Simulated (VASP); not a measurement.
# Sb (R-3m) in VASP: single point with LDA

Aim: the single point of Sb with LDA.

All numbers are computed with VASP 6.6.1; they aren't measurements. Logs are shortened: lines on timing, memory, paths and dates and some standing lists are left out, and cuts for length are marked.

## (1) The cell of the first run

The structure is trigonal, space group R-3m (No. 166). Conventional cell: a = 4.294 Å, b = 4.294 Å, c = 10.995 Å, α = 90.00°, β = 90.00°, γ = 120.00°. Within 3.8 Å of Sb (site symmetry 3m) lie 6 Sb at 2.90 to 3.28 Å.

## (2) Single point, LDA

INCAR

```
SYSTEM = Sb
PREC = Accurate
ENCUT = 500
EDIFF = 1E-6
ISMEAR = -1
SIGMA = 0.05
LREAL = .FALSE.
LASPH = .TRUE.
NELM = 120
ALGO = Normal
ISIF = 2
LWAVE = .FALSE.
LCHARG = .FALSE.
GGA = CA
NBANDS = 22
GGA_COMPAT = .FALSE.
```

KPOINTS

```
regular mesh
0
G
  9 9 9
  0 0 0
```

POSCAR

```
Sb
1.0
    2.1469768582      1.2395576670      3.6648697049
   -2.1469768582      1.2395576670      3.6648697049
    0.0000000000     -2.4791153341      3.6648697049
Sb
2
Direct
    0.2354687208      0.2354687208      0.2354687208
    0.7645312792      0.7645312792      0.7645312792
```

Potentials or basis: VASP PAW LDA potentials, release 64 (Sb_d_GW).

On the command line:

```bash
$ cat potpaw_LDA.64/Sb_d_GW/POTCAR > POTCAR
$ mpirun -np 1 vasp_std > vasp.out
```

OUTCAR:

```text
SYSTEM = Sb
   PREC = Accurate
   ENCUT = 500
   EDIFF = 1E-6
   ISMEAR = -1
   LREAL = .FALSE.
   LASPH = .TRUE.
   NELM = 120
   ISIF = 2
   GGA = CA

 ion  position               nearest neighbor table
   1  0.235  0.235  0.235-   2 2.90   2 2.90   2 2.90   2 3.28   2 3.28   2 3.28
   2  0.765  0.765  0.765-   1 2.90   1 2.90   1 2.90   1 3.28   1 3.28   1 3.28

  LATTYP: Found a trigonal (rhomboedric) cell.
 ALAT       =     4.4246223334
 COS(alpha) =     0.5290960775

  Lattice vectors:

 A1 = (   2.1469768582,   1.2395576670,   3.6648697049)
 A2 = (  -2.1469768582,   1.2395576670,   3.6648697049)
 A3 = (   0.0000000000,  -2.4791153341,   3.6648697049)

Analysis of symmetry for initial positions (statically):
=====================================================================
 Subroutine PRICEL returns:
 Original cell was already a primitive cell.

 Routine SETGRP: Setting up the symmetry group for a
 trigonal (rhombohedral) supercell.

 Subroutine GETGRP returns: Found 12 space group operations
 (whereof 12 operations were pure point group operations)
 out of a pool of 12 trial point group operations.

The static configuration has the point symmetry D_3d.

Analysis of symmetry for dynamics (positions and initial velocities):
=====================================================================
 Subroutine PRICEL returns:
 Original cell was already a primitive cell.

 Routine SETGRP: Setting up the symmetry group for a
 trigonal (rhombohedral) supercell.

 Subroutine GETGRP returns: Found 12 space group operations
 (whereof 12 operations were pure point group operations)
 out of a pool of 12 trial point group operations.

The dynamic configuration has the point symmetry D_3d.

 Subroutine INISYM returns: Found 12 space group operations
 (whereof 12 operations are pure point group operations),
 and found     1 'primitive' translations

----------------------------------------------------------------------------------------

                                     Primitive cell

  volume of cell :      58.5199

  direct lattice vectors                    reciprocal lattice vectors
     2.146976858  1.239557667  3.664869705     0.232885603  0.134456566  0.090953666
    -2.146976858  1.239557667  3.664869705    -0.232885603  0.134456566  0.090953666
     0.000000000 -2.479115334  3.664869705     0.000000000 -0.268913131  0.090953666

  length of vectors
     4.424622333  4.424622333  4.424622333     0.283878216  0.283878216  0.283878216
[... 77 lines left out ...]
   LSORBIT =      F    spin-orbit coupling
   LASPH  =      T    aspherical Exc in radial PAW
   ENCUT  =  500.0 eV  36.75 Ry    6.06 a.u.   8.07  8.07  8.07*2*pi/ulx,y,z
   NELM   =    120;   NELMIN=  2; NELMDL= -5     # of ELM steps
   EDIFF  = 0.1E-05   stopping-criterion for ELM
   LREAL  =      F    real-space projection
   EDIFFG = 0.1E-04   stopping-criterion for IOM
   NSW    =      0    number of steps for IOM
   IBRION =     -1    ionic relax: 0-MD 1-quasi-New 2-CG
   NFREE  =      0    steps in history (QN), initial steepest desc. (CG)
   ISIF   =      2    stress and relaxation
   ISYM   =      2    0-nonsym 1-usesym 2-fastsym
   POTIM  = 0.5000    time-step for ionic-motion
   TEBEG  =    0.0;   TEEND  =   0.0 temperature during run
   PSTRESS=    0.0 pullay stress
   NELECT =      30.0000    total number of electrons
   NUPDOWN=      -1.0000    fix difference up-down
   EMIN   =  10.00;   EMAX   =-10.00  energy-range for DOS
   EFERMI =   0.00;   METHOD = LEGACY
   ISMEAR =    -1;   SIGMA  =   0.05  broadening in eV -4-tet -1-fermi 0-gaus
   EFERMI_NEDOS =   21; number of points for ismear=-14 and -15
   IALGO  =     38    algorithm
   IMIX   =      4    mixing-type and parameters
     AMIX     =   0.40;   BMIX     =  1.00
     AMIX_MAG =   1.60;   BMIX_MAG =  1.00
  volume/ion in A,a.u.               =      29.26       197.46
  Fermi-wavevector in a.u.,A,eV,Ry     =   1.310229  2.475974 23.357130  1.716701
  Thomas-Fermi vector in A             =   2.440774
   LORBIT       =      0    0 simple, 1 ext, 2 COOP (PROOUT), +10 PAW based schemes
   GGA     = CA    functional components
   LHFCALC =     F    Hartree Fock is set to
   AEXX    =    0.0000 exact exchange contribution
   IVDW    =     0    specifies the selected vdW correction
   LEPSILON=     F    determine dielectric tensor
   LRPA    =     F    only Hartree local field effects (RPA)
 non-spin polarized calculation
  energy-cutoff  :      500.00
  volume of cell :       58.52
 maximum number of plane-waves:      1498
   NGX = 17   NGY = 17   NGZ = 17

 number of electron      29.9999988 magnetization

 Free energy of the ion-electron system (eV)
  ---------------------------------------------------
  ext. energy  EPLUGINS =         0.00000000
  ---------------------------------------------------
  free energy    TOTEN  =        -9.64970009 eV

  energy without entropy =       -9.64732533  energy(sigma->0) =       -9.64851271

 E-fermi :   5.4393     XC(G=0): -10.3060

 val. band max:        5.4050690125   @ k =   0.3333   0.1111   0.1111
 cond. band min:       5.4512171354   @ k =   0.4444   0.0000  -0.0000
 fundamental gap:      0.0461481229
 Fermi energy:         5.4393170699

 k-point     1 :       0.0000    0.0000    0.0000
  band No.  band energies     occupation
      1     -23.9137      2.00000
      2     -23.9137      2.00000
      3     -23.8158      2.00000
      4     -23.8158      2.00000
      5     -23.7935      2.00000
      6     -23.6942      2.00000
[... 589 lines left out ...]
     21      15.3641      0.00000
     22      16.7868      0.00000

 [... further k-points ...]

------------------------ aborting loop because EDIFF is reached ----------------------------------------

  FORCE on cell =-STRESS in cart. coord.  units (eV):
  Direction    XX          YY          ZZ          XY          YZ          ZX
  --------------------------------------------------------------------------------------
  -------------------------------------------------------------------------------------
  Total       -0.0101090     -0.0101090     -0.0188303      0.0000000      0.0000000      0.0000000
  in kB       -0.2767670     -0.2767670     -0.5155411      0.0000000      0.0000000      0.0000000
  external PRESSURE =      -0.3563584 kB  Pullay stress =       0.0000000 kB

 VOLUME and BASIS-vectors are now :
 -----------------------------------------------------------------------------
  energy-cutoff  :      500.00
  volume of cell :       58.52
      direct lattice vectors                 reciprocal lattice vectors
     2.146976858  1.239557667  3.664869705     0.232885603  0.134456566  0.090953666
    -2.146976858  1.239557667  3.664869705    -0.232885603  0.134456566  0.090953666
     0.000000000 -2.479115334  3.664869705     0.000000000 -0.268913131  0.090953666

 POSITION                                       TOTAL-FORCE (eV/Angst)
 -----------------------------------------------------------------------------------
      0.00000     -0.00000      2.58889         0.000000     -0.000000      0.020098
      0.00000     -0.00000      8.40572         0.000000      0.000000     -0.020098
 -----------------------------------------------------------------------------------
    total drift:                                0.000000      0.000000     -0.000000

  FREE ENERGIE OF THE ION-ELECTRON SYSTEM (eV)
  ---------------------------------------------------
  free  energy   TOTEN  =        -9.6497000881 eV

  energy  without entropy=       -9.6473253341  energy(sigma->0) =       -9.64851271
```

Run time: 32 s. Hardware: 1 thread of Intel Xeon 6975P-C (Granite Rapids), shared host; peak memory 0.23 GiB.

Results:

| Quantity | Value |
| --- | --- |
| Free energy | -9.6497 eV |
| Pressure | 0.0 GPa |
| Largest force | 0.020 eV/Å |

Forces in eV/Å, atoms in the order of the input:
```
Sb   0.000  0.000  0.020
Sb   0.000  0.000 -0.020
```

Caveat: spin-orbit coupling is left out, which moves the levels of the heavy elements.
